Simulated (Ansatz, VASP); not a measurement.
# ZrB in VASP and in Ansatz

INCAR

```
ALGO     = Normal         # electronic algorithm
EDIFF    = 1E-6           # SCF threshold, eV
ENCUT    = 520            # plane-wave cutoff, eV
GGA      = PS             # functional
ISIF     = 2              # what is computed and relaxed
ISMEAR   = 0              # smearing method
LASPH    = True           # aspherical terms in the spheres
LCHARG   = False          # write CHGCAR
LREAL    = False          # projectors in reciprocal space
LWAVE    = False          # write WAVECAR
NBANDS   = 14             # bands
NELM     = 60             # most SCF steps
PREC     = Accurate       # precision mode
SIGMA    = 0.15           # smearing width, eV
```

KPOINTS

```
k-points
0
Gamma
  18 18 18
```

The input POSCAR:

```
ZrB
1.0
    0.0000000000      2.3685937500      2.3685937500
    2.3250000000      0.0435937500      2.3250000000
    2.3250000000      2.3250000000      0.0435937500
Zr B
1 1
Direct
    0.0000000000      0.0000000000      0.0000000000
    0.5000000000      0.5000000000      0.5000000000
```

Input for Ansatz:

```yaml
crystal:
  lattice:
    - [0.0, 2.36859375, 2.36859375]
    - [2.325, 0.04359375, 2.325]
    - [2.325, 2.325, 0.04359375]
  atoms:
    - { symbol: Zr, position: [0.0, 0.0, 0.0] }
    - { symbol: B, position: [0.5, 0.5, 0.5] }
basis:
  ecutwfc: 420
kpoints:
  mp_grid: { grid: [18, 18, 18] }
hamiltonian:
  xc: pbesol
scf:
  occupations: { method: gaussian, width: 0.15 }
output:
  forces: true
  stress: true
  eigenvalues: true
  write_density: true
  write_potential: true
  elf: true
  volumetric_format: npy
```

Change from the starting cell: strain +0.0375 x Voigt [0, 0, 0, 1, 0, 0], atoms carried along.

Alike in both runs: task single point; functional PBEsol; k mesh 18 × 18 × 18; occupations gaussian, width 0.15 eV; no spin polarisation.

```csv
,VASP,Ansatz
version,VASP 6.6.1,Ansatz 0.2.0
potentials or method,"VASP PAW PBE potentials, release 64 (Zr_sv, B), cutoff 520 eV","scalar-relativistic, plane waves, PAW"
valence electrons in the cell,15,15
```

Ansatz gave:

| Item | Value |
| --- | --- |
| gap on the k mesh at the Fermi level (eV) | none |
| pressure (GPa) | 29.5 |
| traceless stress, the component that is largest in VASP (GPa) | -2.20 |

Task: Estimate VASP's values.

Result: gap on the k mesh at the Fermi level (eV): none; pressure (GPa): 29.8; traceless stress, the component that is largest in VASP (GPa): -2.19.

VASP's potentials were made for PBE, not for PBEsol. A gap of «none» marks a metal or a gap that the smearing closes. Both programs put the cell under a high pressure, so it lies far from rest at this level.
